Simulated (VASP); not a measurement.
A run of VASP 6.6.1:

Contents of INCAR:

```
PREC = Accurate ; ENCUT = 600
EDIFF = 1E-7 ; ISMEAR = 0
SIGMA = 0.1 ; LREAL = False
LASPH = True ; NELM = 100
ALGO = Normal ; ISIF = 3
LWAVE = False ; LCHARG = False
GGA = PE ; IBRION = 2
NSW = 100 ; EDIFFG = -0.01
```

KPOINTS

```
regular mesh
0
Gamma
  10 10 6
```

Contents of POSCAR:

```
SrTlB6
1.0
    3.9629407706      0.0000000000      0.0000000000
    0.0000000000      3.9629407706      0.0000000000
    0.0000000000      0.0000000000      6.8197285704
Sr Tl B
1 1 6
Direct
    0.0000000000      0.0000000000      0.5000000000
    0.0000000000      0.0000000000      0.0000000000
    0.5000000000      0.5000000000      0.0000000000
    0.5000000000      0.5000000000      0.5000000000
    0.5000000000      0.0000000000      0.2185200525
    0.5000000000      0.0000000000      0.7814799475
    0.0000000000      0.5000000000      0.2185200525
    0.0000000000      0.5000000000      0.7814799475
```

Potentials or basis: VASP PAW PBE potentials, release 64 (Sr_sv, Tl_d, B).

Launch:

```bash
$ cat potpaw_PBE.64/Sr_sv/POTCAR potpaw_PBE.64/Tl_d/POTCAR potpaw_PBE.64/B/POTCAR > POTCAR
$ mpirun -np 1 vasp_std > vasp.out
```

Hardware: 1 thread of Intel(R) Xeon(R) 6975P-C (Granite Rapids), with other jobs on the host.

**Question.** How long does it take, and how much memory?

**Answer.** It took 32 min on 1 thread of Intel(R) Xeon(R) 6975P-C (Granite Rapids) (shared host), peak memory 0.46 GiB. Counts: scf iterations 284, k points 84, ion steps 30.
